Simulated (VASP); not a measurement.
# GaGe in VASP: notebook

The runs below take GaGe through single point, relaxation of cell and atoms, with PBE, PBEsol.

Program: VASP 6.6.1. These are calculated values, not measurements. Logs are shortened: lines on timing, memory, paths and dates and some standing lists are left out, and cuts for length are marked.

## 1. The cell of the first run

The typed cell holds 2 atoms: a = 4.098 Å, b = 4.098 Å, c = 4.098 Å, α = 60.00°, β = 60.00°, γ = 60.00°.

## 2. Single point, PBE (atoms moved at random)

The input, INCAR:

```
PREC = Accurate
ENCUT = 520
EDIFF = 1E-6
ISMEAR = -1
SIGMA = 0.05
LREAL = False
LASPH = True
NELM = 100
ALGO = Normal
ISIF = 2
LWAVE = False
LCHARG = False
GGA = PE
NBANDS = 20
```

The input, KPOINTS:

```
regular mesh
0
Gamma
  8 8 8
```

The input, POSCAR:

```
GaGe
1.0
    0.0000000000      2.8978440000      2.8978440000
    2.8978440000      0.0000000000      2.8978440000
    2.8978440000      2.8978440000      0.0000000000
Ge Ga
1 1
Direct
   -0.0072340000     -0.0102740000      0.0253490000
    0.2399690000      0.2466220000      0.2642740000
```

Potentials or basis: VASP PAW PBE potentials, release 64 (Ge_d, Ga_d).

Launch:

```console
cat potpaw_PBE.64/Ge_d/POTCAR potpaw_PBE.64/Ga_d/POTCAR > POTCAR
mpirun -np 1 vasp_std > vasp.out
```

OUTCAR:

```text
PREC = Accurate
   ENCUT = 520
   EDIFF = 1E-6
   ISMEAR = -1
   LREAL = False
   LASPH = True
   NELM = 100
   ISIF = 2
   GGA = PE

 ion  position               nearest neighbor table
   1  0.993  0.990  0.025-   2 2.49   2 2.49   2 2.52   2 2.55
   2  0.240  0.247  0.264-   1 2.49   1 2.49   1 2.52   1 2.55

  LATTYP: Found a face centered cubic cell.
 ALAT       =     5.7956880000

  Lattice vectors:

 A1 = (   0.0000000000,   2.8978440000,   2.8978440000)
 A2 = (   2.8978440000,   0.0000000000,   2.8978440000)
 A3 = (   2.8978440000,   2.8978440000,   0.0000000000)

Analysis of symmetry for initial positions (statically):
=====================================================================
 Subroutine PRICEL returns:
 Original cell was already a primitive cell.

 Routine SETGRP: Setting up the symmetry group for a
 face centered cubic supercell.

 Subroutine GETGRP returns: Found  1 space group operations
 (whereof  1 operations were pure point group operations)
 out of a pool of 48 trial point group operations.

The static configuration has the point symmetry C_1 .

Analysis of symmetry for dynamics (positions and initial velocities):
=====================================================================
 Subroutine PRICEL returns:
 Original cell was already a primitive cell.

 Routine SETGRP: Setting up the symmetry group for a
 face centered cubic supercell.

 Subroutine GETGRP returns: Found  1 space group operations
 (whereof  1 operations were pure point group operations)
 out of a pool of 48 trial point group operations.

The dynamic configuration has the point symmetry C_1 .

 Subroutine INISYM returns: Found  1 space group operations
 (whereof  1 operations are pure point group operations),
 and found     1 'primitive' translations

----------------------------------------------------------------------------------------

                                     Primitive cell

  volume of cell :      48.6693

  direct lattice vectors                    reciprocal lattice vectors
     0.000000000  2.897844000  2.897844000    -0.172542069  0.172542069  0.172542069
     2.897844000  0.000000000  2.897844000     0.172542069 -0.172542069  0.172542069
     2.897844000  2.897844000  0.000000000     0.172542069  0.172542069 -0.172542069

  length of vectors
     4.098170286  4.098170286  4.098170286     0.298851630  0.298851630  0.298851630

  position of ions in fractional coordinates (direct lattice)
     0.992766000  0.989726000  0.025349000
     0.239969000  0.246622000  0.264274000

  ion indices of the primitive-cell ions
   primitive index   ion index
                 1           1
                 2           2

----------------------------------------------------------------------------------------

 KPOINTS: regular mesh

Automatic generation of k-mesh.
 Grid dimensions read from file:
 generate k-points for:    8    8    8

 Generating k-lattice:

  Cartesian coordinates                     Fractional coordinates (reciprocal lattice)
    -0.021567759  0.021567759  0.021567759     0.125000000  0.000000000  0.000000000
     0.021567759 -0.021567759  0.021567759     0.000000000  0.125000000  0.000000000
     0.021567759  0.021567759 -0.021567759     0.000000000  0.000000000  0.125000000

  Length of vectors
     0.037356454  0.037356454  0.037356454

  Shift w.r.t. Gamma in fractional coordinates (k-lattice)
     0.000000000  0.000000000  0.000000000

 Subroutine IBZKPT returns following result:
 ===========================================

 Found    260 irreducible k-points:

 Following reciprocal coordinates:
            Coordinates               Weight
  0.000000  0.000000  0.000000      1.000000
  0.125000  0.000000  0.000000      2.000000
  0.000000  0.125000  0.000000      2.000000
  0.000000  0.000000  0.125000      2.000000
  0.125000  0.125000  0.125000      2.000000
  0.250000  0.000000  0.000000      2.000000
[... 16 lines left out ...]
  0.125000  0.000000  0.250000      2.000000
  0.125000  0.125000 -0.125000      2.000000
 [... further k-points ...]
   k-points           NKPTS =    260   k-points in BZ     NKDIM =    260   number of bands    NBANDS=     20
   number of dos      NEDOS =    301   number of ions     NIONS =      2
   total plane-waves  NPLWV =  27000
   dimension x,y,z NGX =    30 NGY =   30 NGZ =   30
   dimension x,y,z NGXF=    60 NGYF=   60 NGZF=   60
   ions per type =               1   1
   NGX,Y,Z   is equivalent  to a cutoff of  12.17, 12.17, 12.17 a.u.
   NGXF,Y,Z  is equivalent  to a cutoff of  24.34, 24.34, 24.34 a.u.
 SYSTEM =  unknown system
   PREC   = accura    normal or accurate (medium, high low for compatibility)
   ISTART =      0    job   : 0-new  1-cont  2-samecut
   ICHARG =      2    charge: 1-file 2-atom 10-const
   ISPIN  =      1    spin polarized calculation?
   LNONCOLLINEAR =      F non collinear calculations
   LSORBIT =      F    spin-orbit coupling
   LASPH  =      T    aspherical Exc in radial PAW
   ENCUT  =  520.0 eV  38.22 Ry    6.18 a.u.   7.62  7.62  7.62*2*pi/ulx,y,z
   NELM   =    100;   NELMIN=  2; NELMDL= -5     # of ELM steps
   EDIFF  = 0.1E-05   stopping-criterion for ELM
   LREAL  =      F    real-space projection
[... 7 lines left out ...]
   TEBEG  =    0.0;   TEEND  =   0.0 temperature during run
   PSTRESS=    0.0 pullay stress
   NELECT =      27.0000    total number of electrons
   NUPDOWN=      -1.0000    fix difference up-down
   EMIN   =  10.00;   EMAX   =-10.00  energy-range for DOS
   EFERMI =   0.00;   METHOD = LEGACY
   ISMEAR =    -1;   SIGMA  =   0.05  broadening in eV -4-tet -1-fermi 0-gaus
   EFERMI_NEDOS =   21; number of points for ismear=-14 and -15
   IALGO  =     38    algorithm
   IMIX   =      4    mixing-type and parameters
     AMIX     =   0.40;   BMIX     =  1.00
     AMIX_MAG =   1.60;   BMIX_MAG =  1.00
  volume/ion in A,a.u.               =      24.33       164.22
  Fermi-wavevector in a.u.,A,eV,Ry     =   1.345172  2.542006 24.619567  1.809487
  Thomas-Fermi vector in A             =   2.473106
   LORBIT       =      0    0 simple, 1 ext, 2 COOP (PROOUT), +10 PAW based schemes
   GGA     = PE    functional components
   LHFCALC =     F    Hartree Fock is set to
   AEXX    =    0.0000 exact exchange contribution
   IVDW    =     0    specifies the selected vdW correction
   LEPSILON=     F    determine dielectric tensor
   LRPA    =     F    only Hartree local field effects (RPA)
 non-spin polarized calculation
  energy-cutoff  :      520.00
  volume of cell :       48.67
 maximum number of plane-waves:      1363
   NGX = 15   NGY = 15   NGZ = 15

 number of electron      27.0000013 magnetization

 Free energy of the ion-electron system (eV)
  ---------------------------------------------------
  ext. energy  EPLUGINS =         0.00000000
  ---------------------------------------------------
  free energy    TOTEN  =        -7.09474705 eV

  energy without entropy =       -7.08660221  energy(sigma->0) =       -7.09067463

 E-fermi :   3.0643     XC(G=0):  -9.5541

 val. band max:        3.0624104887   @ k =   0.5000   0.5000   0.3750
 cond. band min:       3.0702849089   @ k =   0.0000   0.3750   0.1250
 fundamental gap:      0.0078744202
 Fermi energy:         3.0642886983

 k-point     1 :       0.0000    0.0000    0.0000
  band No.  band energies     occupation
      1     -20.8841      2.00000
      2     -20.8818      2.00000
      3     -20.8804      2.00000
      4     -20.8624      2.00000
      5     -20.8622      2.00000
      6     -11.2839      2.00000
[... 12 lines left out ...]
     19      10.7607      0.00000
     20      13.8234      0.00000

 k-point     2 :       0.1250    0.0000    0.0000
  band No.  band energies     occupation
      1     -20.8837      2.00000
      2     -20.8816      2.00000
      3     -20.8800      2.00000
      4     -20.8623      2.00000
      5     -20.8620      2.00000
      6     -11.2861      2.00000
[... 12 lines left out ...]
     19      11.7120      0.00000
     20      12.8694      0.00000

 k-point     3 :       0.0000    0.1250    0.0000
  band No.  band energies     occupation
      1     -20.8837      2.00000
      2     -20.8816      2.00000
      3     -20.8802      2.00000
      4     -20.8622      2.00000
      5     -20.8621      2.00000
      6     -11.2874      2.00000
[... 12 lines left out ...]
     19      11.7161      0.00000
     20      12.8446      0.00000

 k-point     4 :       0.0000    0.0000    0.1250
  band No.  band energies     occupation
      1     -20.8840      2.00000
      2     -20.8813      2.00000
      3     -20.8799      2.00000
      4     -20.8623      2.00000
      5     -20.8621      2.00000
      6     -11.2854      2.00000
[... 12 lines left out ...]
     19      11.7133      0.00000
     20      12.8872      0.00000

 k-point     5 :       0.1250    0.1250    0.1250
  band No.  band energies     occupation
      1     -20.8837      2.00000
      2     -20.8816      2.00000
      3     -20.8802      2.00000
      4     -20.8622      2.00000
      5     -20.8621      2.00000
      6     -11.2874      2.00000
[... 12 lines left out ...]
     19      11.7161      0.00000
     20      12.8443      0.00000
[... 353 lines left out ...]
      6     -11.2982      2.00000
[... 12 lines left out ...]
     19      11.6748      0.00000
     20      13.3040      0.00000

 k-point    22 :       0.0000    0.2500    0.1250
  band No.  band energies     occupation
      1     -20.8834      2.00000
      2     -20.8808      2.00000
      3     -20.8797      2.00000
      4     -20.8625      2.00000
      5     -20.8611      2.00000
      6     -11.2991      2.00000
[... 12 lines left out ...]
     19      11.6161      0.00000
     20      13.2651      0.00000

 k-point    23 :       0.1250    0.0000    0.2500
  band No.  band energies     occupation
      1     -20.8837      2.00000
      2     -20.8811      2.00000
      3     -20.8785      2.00000
      4     -20.8628      2.00000
      5     -20.8613      2.00000
      6     -11.2986      2.00000
[... 12 lines left out ...]
     19      11.6872      0.00000
     20      13.2610      0.00000

 k-point    24 :       0.1250    0.1250   -0.1250
  band No.  band energies     occupation
      1     -20.8841      2.00000
      2     -20.8800      2.00000
      3     -20.8791      2.00000
      4     -20.8626      2.00000
      5     -20.8615      2.00000
      6     -11.2982      2.00000
[... 12 lines left out ...]
     19      11.7052      0.00000
     20      13.2918      0.00000

 [... further k-points ...]
[... 5 lines left out ...]
  --------------------------------------------------------------------------------------
  -------------------------------------------------------------------------------------
  Total        0.1002782      0.0651515      0.1005955     -0.0893064      0.0916199      0.3285794
  in kB        3.3011248      2.1447678      3.3115723     -2.9399370      3.0160965     10.8167287
  external PRESSURE =       2.9191550 kB  Pullay stress =       0.0000000 kB

 VOLUME and BASIS-vectors are now :
 -----------------------------------------------------------------------------
  energy-cutoff  :      520.00
  volume of cell :       48.67
      direct lattice vectors                 reciprocal lattice vectors
     0.000000000  2.897844000  2.897844000    -0.172542069  0.172542069  0.172542069
     2.897844000  0.000000000  2.897844000     0.172542069 -0.172542069  0.172542069
     2.897844000  2.897844000  0.000000000     0.172542069  0.172542069 -0.172542069

 POSITION                                       TOTAL-FORCE (eV/Angst)
 -----------------------------------------------------------------------------------
      2.94153      2.95034      5.74495        -0.050550     -0.197281      0.049459
      1.48050      1.46122      1.41006         0.050550      0.197281     -0.049459
 -----------------------------------------------------------------------------------
    total drift:                                0.000864     -0.000462      0.000071

  FREE ENERGIE OF THE ION-ELECTRON SYSTEM (eV)
  ---------------------------------------------------
  free  energy   TOTEN  =        -7.0947470472 eV

  energy  without entropy=       -7.0866022065  energy(sigma->0) =       -7.09067463
```

Wall time 2.8 min (1 thread of Intel Xeon Platinum 8259CL at 2.50GHz (Skylake/Cascade Lake), shared host); peak memory 0.37 GiB.

What came out:

```
Free energy   : -7.0947 eV
Pressure      : 0.3 GPa
Largest force : 0.210 eV/Å
```

Forces in eV/Å, atoms in the order of the input:
```
Ge  -0.051 -0.197  0.049
Ga   0.051  0.197 -0.049
```

Stress tensor (GPa, compression positive):
```
 0.33 -0.29  1.08
-0.29  0.21  0.30
 1.08  0.30  0.33
```

Caveat: the cell differs from its parent crystal (atoms moved at random).

## 3. Single point, PBEsol

This run uses another cell than the first one, of 23.21 Å³/atom, 0.954 times its volume.

The input, INCAR:

```
PREC     = Accurate       # precision mode
ENCUT    = 520            # plane-wave cutoff, eV
EDIFF    = 1E-6           # SCF threshold, eV
ISMEAR   = -1             # smearing method
SIGMA    = 0.05           # smearing width, eV
LREAL    = F              # projectors in reciprocal space
LASPH    = T              # aspherical terms in the spheres
NELM     = 60             # most SCF steps
ALGO     = Normal         # electronic algorithm
ISIF     = 2              # what is computed and relaxed
LWAVE    = F              # write WAVECAR
LCHARG   = T              # write CHGCAR
GGA      = PS             # functional
LELF     = T              # ELF
LVHAR    = T            
NBANDS   = 20             # bands
```

KPOINTS is that of step 2.

The input, POSCAR:

```
GaGe
1.0
    0.0000000000      2.8523375181      2.8523375181
    2.8523375181      0.0000000000      2.8523375181
    2.8523375181      2.8523375181      0.0000000000
Ge Ga
1 1
Direct
    0.0000000000      0.0000000000      0.0000000000
    0.2500000000      0.2500000000      0.2500000000
```

Potentials or basis: VASP PAW PBE potentials, release 64 (Ge_d, Ga_d).

Launch:

```console
cat potpaw_PBE.64/Ge_d/POTCAR potpaw_PBE.64/Ga_d/POTCAR > POTCAR
mpirun -np 1 vasp_std > vasp.out
```

OUTCAR:

```text
PREC = Accurate
   ENCUT = 520
   EDIFF = 1E-6
   ISMEAR = -1
   LREAL = F
   LASPH = T
   NELM = 60
   ISIF = 2
   GGA = PS

 ion  position               nearest neighbor table
   1  0.000  0.000  0.000-   2 2.47   2 2.47   2 2.47   2 2.47
   2  0.250  0.250  0.250-   1 2.47   1 2.47   1 2.47   1 2.47

  LATTYP: Found a face centered cubic cell.
 ALAT       =     5.7046750362

  Lattice vectors:

[... 186 lines left out ...]
  band No.  band energies     occupation
      1     -20.5993      2.00000
      2     -20.5993      2.00000
      3     -20.5993      2.00000
      4     -20.5764      2.00000
      5     -20.5764      2.00000
      6     -11.0520      2.00000
[... 541 lines left out ...]
     19      12.5234      0.00000
     20      15.3554      0.00000

 [... further k-points ...]
[... 5 lines left out ...]
  --------------------------------------------------------------------------------------
  -------------------------------------------------------------------------------------
  Total       -0.0064874     -0.0064874     -0.0064874     -0.0000000     -0.0000000      0.0000000
  in kB       -0.2239471     -0.2239471     -0.2239471     -0.0000000     -0.0000000      0.0000000
  external PRESSURE =      -0.2239471 kB  Pullay stress =       0.0000000 kB

 VOLUME and BASIS-vectors are now :
 -----------------------------------------------------------------------------
  energy-cutoff  :      520.00
  volume of cell :       46.41
      direct lattice vectors                 reciprocal lattice vectors
     0.000000000  2.852337518  2.852337518    -0.175294823  0.175294823  0.175294823
     2.852337518  0.000000000  2.852337518     0.175294823 -0.175294823  0.175294823
     2.852337518  2.852337518  0.000000000     0.175294823  0.175294823 -0.175294823

 POSITION                                       TOTAL-FORCE (eV/Angst)
 -----------------------------------------------------------------------------------
      0.00000      0.00000      0.00000         0.000000      0.000000      0.000000
      1.42617      1.42617      1.42617        -0.000000     -0.000000     -0.000000
 -----------------------------------------------------------------------------------
    total drift:                                0.000001      0.000001      0.000001

  FREE ENERGIE OF THE ION-ELECTRON SYSTEM (eV)
  ---------------------------------------------------
  free  energy   TOTEN  =        -7.9172404843 eV

  energy  without entropy=       -7.9088749718  energy(sigma->0) =       -7.91305773
```

stdout:

```text
POSCAR found type information on POSCAR GeGa
 POSCAR found :  2 types and       2 ions
 scaLAPACK will be used
 -----------------------------------------------------------------------------
|                                                                             |
|                                                                             |
|     You enforced a specific xc type in the INCAR file but a different       |
|     I HOPE YOU KNOW WHAT YOU ARE DOING!                                     |
|                                                                             |
 -----------------------------------------------------------------------------

 LDA part: xc-table for (Slater+PW92), standard interpolation
 POSCAR, INCAR and KPOINTS ok, starting setup
 FFT: planning ... GRIDC
 FFT: planning ... GRID_SOFT
 FFT: planning ... GRID
 WAVECAR not read
 entering main loop
```

Wall time 13 s (1 thread of Intel Xeon 6975P-C (Granite Rapids), shared host); peak memory 0.17 GiB.

Results:

```
Free energy : -7.9172 eV
Pressure    : 0.0 GPa
```

Levels at points of the mesh, in eV from the Fermi level:
```tsv
k point	band 10	band 11	band 12	band 13	band 14	band 15	band 16	band 17	band 18	band 19
(0.00, 0.00, 0.00)	-14.26	-10.81	1.80	1.80	1.80	2.51	4.46	4.46	4.46	7.77
(0.50, 0.00, 0.00)	-14.25	-8.71	-5.54	0.41	0.41	2.26	5.44	5.44	8.18	11.78
(0.50, 0.50, 0.00)	-14.25	-7.58	-5.93	-1.32	-1.32	2.28	2.42	11.47	11.47	12.72
```

Caveat: the PAW data sets were made with another functional, which shifts forces and pressure a little.

## 4. Single point, PBE

The input, INCAR:

```
SYSTEM = GaGe
  ALGO = Normal
  EDIFF = 1E-6
  ENCUT = 520
  GGA = PE
  ISIF = 2
  ISMEAR = 0
  LASPH = .TRUE.
  LCHARG = .TRUE.
  LELF = .TRUE.
  LREAL = .FALSE.
  LVHAR = .TRUE.
  LWAVE = .FALSE.
  NBANDS = 20
  NELM = 80
  PREC = Accurate
  SIGMA = 0.011
```

The input, KPOINTS:

```
k-points
0
G
  8 8 8
  0 0 0
```

The input, POSCAR:

```
GaGe
1.0
    0.0000000000      2.8978440000      2.8978440000
    2.8978440000      0.0000000000      2.8978440000
    2.8978440000      2.8978440000      0.0000000000
Ge Ga
1 1
Direct
    0.0000000000      0.0000000000      0.0000000000
    0.2500000000      0.2500000000      0.2500000000
```

Launch:

```console
cat potpaw_PBE.64/Ge_d/POTCAR potpaw_PBE.64/Ga_d/POTCAR > POTCAR
mpirun -np 1 vasp_std > vasp.out
```

Run time: 17 s. Hardware: 1 thread of Intel Xeon 6975P-C (Granite Rapids), shared host; peak memory 0.18 GiB.

Results (log left out):

```yaml
Free_energy: -7.0924 eV
Pressure: 0.3 GPa
```

Levels at points of the mesh, in eV from the Fermi level:
| k point | band 10 | band 11 | band 12 | band 13 | band 14 | band 15 | band 16 | band 17 | band 18 | band 19 |
| --- | --- | --- | --- | --- | --- | --- | --- | --- | --- | --- |
| (0.00, 0.00, 0.00) | -14.33 | -10.57 | 1.65 | 1.65 | 1.65 | 2.03 | 4.33 | 4.33 | 4.33 | 7.66 |
| (0.50, 0.00, 0.00) | -14.32 | -8.61 | -5.40 | 0.35 | 0.35 | 2.03 | 5.31 | 5.31 | 8.16 | 11.40 |
| (0.50, 0.50, 0.00) | -14.32 | -7.55 | -5.85 | -1.29 | -1.29 | 2.29 | 2.40 | 10.98 | 10.98 | 12.20 |

(Part 1 of 2 ends here.)
